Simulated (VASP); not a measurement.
# Si3Sn (Cmmm) in VASP: notebook

Si3Sn is run at these levels: PBE; tasks: relaxation of cell and atoms, single point.

Program: VASP 6.6.1. These are calculated values, not measurements. Logs are shortened: lines on timing, memory, paths and dates and some standing lists are left out, and cuts for length are marked.

## 1. The cell of the first run

The structure is orthorhombic, space group Cmmm (No. 65). The conventional cell has a = 5.958 Å, b = 8.070 Å, c = 3.064 Å, α = 90.00°, β = 90.00°, γ = 90.00°. Si (site symmetry mmm) has 10 Si at 2.94 to 3.06 Å and 4 Sn at 2.98 to 4.03 Å within 4.1 Å. Si (site symmetry 2/m) has 10 Si at 2.94 to 4.03 Å and 4 Sn at 2.94 Å within 4.1 Å. Within 4.1 Å of Sn (site symmetry mmm) lie 12 Si at 2.94 to 4.03 Å and 2 Sn at 3.06 Å.

## 2. Relaxation of cell and atoms, PBE

INCAR reads:

```
PREC = Accurate ; ENCUT = 600
EDIFF = 1E-6 ; ISMEAR = 0
SIGMA = 0.1 ; LREAL = False
LASPH = True ; NELM = 100
ALGO = Normal ; ISIF = 3
LWAVE = False ; LCHARG = False
GGA = PE ; IBRION = 2
NSW = 100 ; EDIFFG = -0.01
```

KPOINTS reads:

```
regular mesh
0
Gamma
  10 10 16
```

POSCAR reads:

```
Si3Sn
1.0
    2.9792302400     -4.0349271000      0.0000000000
    2.9792302400      4.0349271000      0.0000000000
    0.0000000000      0.0000000000      3.0637960400
Si Sn
3 1
Direct
    0.0000000000      0.0000000000      0.0000000000
    0.0000000000      0.5000000000      0.5000000000
    0.5000000000      0.0000000000      0.5000000000
    0.5000000000      0.5000000000      0.0000000000
```

Potentials or basis: VASP PAW PBE potentials, release 64 (Si, Sn_d).

Run with:

```console
cat potpaw_PBE.64/Si/POTCAR potpaw_PBE.64/Sn_d/POTCAR > POTCAR
mpirun -np 1 vasp_std > vasp.out
```

OUTCAR:

```text
PREC = Accurate
   ENCUT = 600
   EDIFF = 1E-6
   ISMEAR = 0
   LREAL = False
   LASPH = True
   NELM = 100
   ISIF = 3
   GGA = PE
   IBRION = 2
   NSW = 100
   EDIFFG = -0.01

 ion  position               nearest neighbor table
   1  0.000  0.000  0.000-   2 2.94   3 2.94   2 2.94   3 2.94   2 2.94   2 2.94   3 2.94   3 2.94
                             4 2.98   4 2.98
   2  0.000  0.500  0.500-   1 2.94   4 2.94   1 2.94   4 2.94   1 2.94   1 2.94   4 2.94   4 2.94
                             3 2.98   3 2.98
   3  0.500  0.000  0.500-   1 2.94   4 2.94   1 2.94   4 2.94   4 2.94   4 2.94   1 2.94   1 2.94
                             2 2.98   2 2.98
   4  0.500  0.500  0.000-   2 2.94   3 2.94   2 2.94   3 2.94   3 2.94   3 2.94   2 2.94   2 2.94
                             1 2.98   1 2.98

  LATTYP: Found a base centered orthorhombic cell.
 ALAT       =     5.9584604800
 B/A-ratio  =     1.3543522235
 C/A-ratio  =     0.5141925587

  Lattice vectors:

 A1 = (   2.9792302400,  -4.0349271000,   0.0000000000)
 A2 = (   2.9792302400,   4.0349271000,   0.0000000000)
 A3 = (   0.0000000000,   0.0000000000,   3.0637960400)

Analysis of symmetry for initial positions (statically):
=====================================================================
 Subroutine PRICEL returns:
 Original cell was already a primitive cell.

 Routine SETGRP: Setting up the symmetry group for a
 base centered orthorhombic supercell.

 Subroutine GETGRP returns: Found  8 space group operations
 (whereof  8 operations were pure point group operations)
 out of a pool of  8 trial point group operations.

The static configuration has the point symmetry D_2h.

Analysis of symmetry for dynamics (positions and initial velocities):
=====================================================================
 Subroutine PRICEL returns:
 Original cell was already a primitive cell.

 Routine SETGRP: Setting up the symmetry group for a
 base centered orthorhombic supercell.

 Subroutine GETGRP returns: Found  8 space group operations
 (whereof  8 operations were pure point group operations)
 out of a pool of  8 trial point group operations.

The dynamic configuration has the point symmetry D_2h.

 Subroutine INISYM returns: Found  8 space group operations
 (whereof  8 operations are pure point group operations),
 and found     1 'primitive' translations

----------------------------------------------------------------------------------------
[... 121 lines left out ...]
   LORBIT       =      0    0 simple, 1 ext, 2 COOP (PROOUT), +10 PAW based schemes
   GGA     = PE    functional components
   LHFCALC =     F    Hartree Fock is set to
   AEXX    =    0.0000 exact exchange contribution
   IVDW    =     0    specifies the selected vdW correction
   LEPSILON=     F    determine dielectric tensor
   LRPA    =     F    only Hartree local field effects (RPA)
 conjugate gradient relaxation of ions
 non-spin polarized calculation
 Gauss-broadening in eV      SIGMA  =   0.10
  energy-cutoff  :      600.00
  volume of cell :       73.66
 maximum number of plane-waves:      2488
   NGX = 21   NGY = 21   NGZ = 13

--------------------------------------- Ionic step        1  -------------------------------------------

 number of electron      26.0000007 magnetization

 Free energy of the ion-electron system (eV)
  ---------------------------------------------------
  ext. energy  EPLUGINS =         0.00000000
  ---------------------------------------------------
  free energy    TOTEN  =       -17.52374771 eV

  energy without entropy =      -17.51449897  energy(sigma->0) =      -17.51912334

------------------------ aborting loop because EDIFF is reached ----------------------------------------

  FORCE on cell =-STRESS in cart. coord.  units (eV):
  Direction    XX          YY          ZZ          XY          YZ          ZX
  --------------------------------------------------------------------------------------
  -------------------------------------------------------------------------------------
  Total        0.3540929     -0.4396887      1.1028943      0.0000000      0.0000000      0.0000000
  in kB        7.7019060     -9.5637083     23.9891502      0.0000000      0.0000000      0.0000000
  external PRESSURE =       7.3757827 kB  Pullay stress =       0.0000000 kB
[... 95 lines left out ...]
  FREE ENERGIE OF THE ION-ELECTRON SYSTEM (eV)
  ---------------------------------------------------
  free  energy   TOTEN  =       -17.5491580810 eV

  energy  without entropy=      -17.5406094048  energy(sigma->0) =      -17.54488374

[... ionic steps 4 to 20 ...]

--------------------------------------- Ionic step       21  -------------------------------------------

 number of electron      26.0000000 magnetization

------------------------ aborting loop because EDIFF is reached ----------------------------------------
[... 71 lines left out ...]
--------------------------------------- Ionic step       23  -------------------------------------------

 number of electron      26.0000001 magnetization

 Free energy of the ion-electron system (eV)
  ---------------------------------------------------
  ext. energy  EPLUGINS =         0.00000000
  ---------------------------------------------------
  free energy    TOTEN  =       -17.72769200 eV

  energy without entropy =      -17.72015391  energy(sigma->0) =      -17.72392295

 E-fermi :   8.8289     XC(G=0): -10.7716

 val. band max:        8.8152561501   @ k =   0.5000   0.3000   0.1250
 cond. band min:       8.8358483493   @ k =   0.2000   0.2000   0.4375
 fundamental gap:      0.0205921992
 Fermi energy:         8.8288735412

 k-point     1 :       0.0000    0.0000    0.0000
  band No.  band energies     occupation
      1     -12.7227      2.00000
      2     -12.7045      2.00000
      3     -12.6807      2.00000
      4     -12.6774      2.00000
      5     -12.6704      2.00000
      6      -4.0379      2.00000
[... 457 lines left out ...]
      4     -12.6800      2.00000
      5     -12.6721      2.00000
      6      -1.9013      2.00000
[... 9 lines left out ...]
     16      11.2159      0.00000
     17      11.5706      0.00000

 [... further k-points ...]

------------------------ aborting loop because EDIFF is reached ----------------------------------------

  FORCE on cell =-STRESS in cart. coord.  units (eV):
  Direction    XX          YY          ZZ          XY          YZ          ZX
  --------------------------------------------------------------------------------------
  -------------------------------------------------------------------------------------
  Total        0.0336994      0.0088506      0.0222223      0.0000000      0.0000000      0.0000000
  in kB        0.7346515      0.1929434      0.4844501      0.0000000      0.0000000      0.0000000
  external PRESSURE =       0.4706817 kB  Pullay stress =       0.0000000 kB
[... 19 lines left out ...]
  FREE ENERGIE OF THE ION-ELECTRON SYSTEM (eV)
  ---------------------------------------------------
  free  energy   TOTEN  =       -17.7276919997 eV

  energy  without entropy=      -17.7201539101  energy(sigma->0) =      -17.72392295

 reached required accuracy - stopping structural energy minimisation
```

Wall time 47 min (1 thread of Intel Xeon Platinum 8375C at 2.90GHz (Ice Lake), shared host); peak memory 0.55 GiB.

Results:

| Quantity | Value |
| --- | --- |
| Free energy | -17.7277 eV |
| Relaxed volume | 18.37 Å³/atom |
| Relaxed cell | a = 4.558 Å, b = 4.558 Å, c = 3.587 Å, α = 90.00°, β = 90.00°, γ = 99.64° |
| Space group after relaxing (to 0.1 Å) | Cmmm (No. 65) |
| Energy gained by relaxing | 51.0 meV/atom |
| Ionic steps | 23 |
| Pressure after relaxing | 0.0 GPa |

The path:
| step | energy change (eV) | largest force (eV/Å) | pressure (GPa) | volume (Å³) |
| --- | --- | --- | --- | --- |
| 1 | 0.0000 | 0.0000 | 0.74 | 73.66 |
| 2 | -0.0144 | 0.0000 | -0.06 | 74.56 |
| 3 | -0.0254 | 0.0000 | -1.52 | 76.24 |
| 4 | -0.0365 | 0.0000 | -1.33 | 75.94 |
| 5 | -0.0681 | 0.0000 | -0.67 | 75.02 |
| 6 | -0.1463 | 0.0000 | 0.53 | 72.94 |
| 7 | -0.0287 | 0.0000 | 6.95 | 67.92 |
| 8 | -0.1799 | 0.0000 | 2.27 | 71.17 |
| 9 | -0.1853 | 0.0000 | 2.11 | 71.38 |
| 10 | -0.1859 | 0.0000 | 2.04 | 71.46 |
| 11 | -0.1926 | 0.0000 | 1.41 | 72.03 |
| 12 | -0.1995 | 0.0000 | -0.36 | 73.74 |
| 13 | -0.1997 | 0.0000 | -0.08 | 73.49 |
| 14 | -0.1996 | 0.0000 | -0.16 | 73.53 |
| 15 | -0.2001 | 0.0000 | -0.14 | 73.52 |
| 16 | -0.2014 | 0.0000 | -0.10 | 73.48 |
| 17 | -0.2031 | 0.0000 | -0.01 | 73.41 |
| 18 | -0.2036 | 0.0000 | 0.29 | 73.23 |
| 19 | -0.2037 | 0.0000 | 0.13 | 73.32 |
| 20 | -0.2037 | 0.0000 | 0.18 | 73.30 |
| 21 | -0.2038 | 0.0000 | 0.23 | 73.27 |
| 22 | -0.2037 | 0.0000 | -0.20 | 73.73 |
| 23 | -0.2039 | 0.0000 | 0.05 | 73.49 |

Final structure:
```
Si Sn
1.0
     2.94106   -3.48281    0.00000
     2.94106    3.48281    0.00000
     0.00000    0.00000    3.58747
Si Sn
3 1
Direct
  0.00000 0.00000 0.00000
  0.00000 0.50000 0.50000
  0.50000 0.00000 0.50000
  0.50000 0.50000 0.00000
```

Caveat: the highest band is partly filled, so the run has too few bands; a cell axis changed by over 15 % at a fixed basis, so the end point is rough; spin-orbit coupling is left out, which moves the levels of the heavy elements.

[end of part 1 of 2]
